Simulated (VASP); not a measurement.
Set up this calculation in VASP 6.6.1, as the native input.

| Quantity | Value |
| --- | --- |
| Task | single point |
| Functional | PBEsol |
| Potentials or basis | VASP PAW PBE potentials, release 64 (Ni) |
| Cutoff | 520 eV |
| k mesh | 20 × 20 × 20 |
| Occupations | gaussian, width 0.05 eV |
| Spin | collinear spin, ferromagnetic start |
| Starting moments | [0.74] μB |
| Dipole correction | no |
| Further INCAR settings | ALGO = Normal; EDIFF = 1e-06; NBANDS = 15 |

The structure of Ni lies in POSCAR:

```
Ni
1.0
    0.0000000000      1.7315663749      1.7315663749
    1.7315663749      0.0000000000      1.7315663749
    1.7315663749      1.7315663749      0.0000000000
Ni
1
Direct
    0.0000000000      0.0000000000      0.0000000000
```

The input as run:

INCAR

```
PREC = Accurate
ENCUT = 520
EDIFF = 1E-6
ISMEAR = 0
SIGMA = 0.05
LREAL = False
LASPH = True
NELM = 150
ALGO = Normal
ISIF = 2
LWAVE = False
LCHARG = False
ISPIN = 2
MAGMOM = 0.74
LORBIT = 11
LMAXMIX = 4
GGA = PS
NBANDS = 15
```

KPOINTS

```
Automatic mesh
0
Gamma
  20 20 20
```

Potentials or basis: VASP PAW PBE potentials, release 64 (Ni).

The run is started by

```console
$ cat potpaw_PBE.64/Ni/POTCAR > POTCAR
$ mpirun -np 1 vasp_std > vasp.out
```

It gave:

| Property | Result |
| --- | --- |
| Pressure | -0.2 GPa |
| Net moment | 0.62 μB per cell |
| Site moments | Ni +0.63 μB |
| Valence electrons inside the program's atomic spheres | Ni 9.40 |

Caveat: the PAW data sets were made with another functional, which shifts forces and pressure a little.

Run time: 62 s on 1 thread of Intel(R) Xeon(R) Platinum 8259CL CPU @ 2.50GHz (Skylake/Cascade Lake) (shared host), peak memory 0.17 GiB.
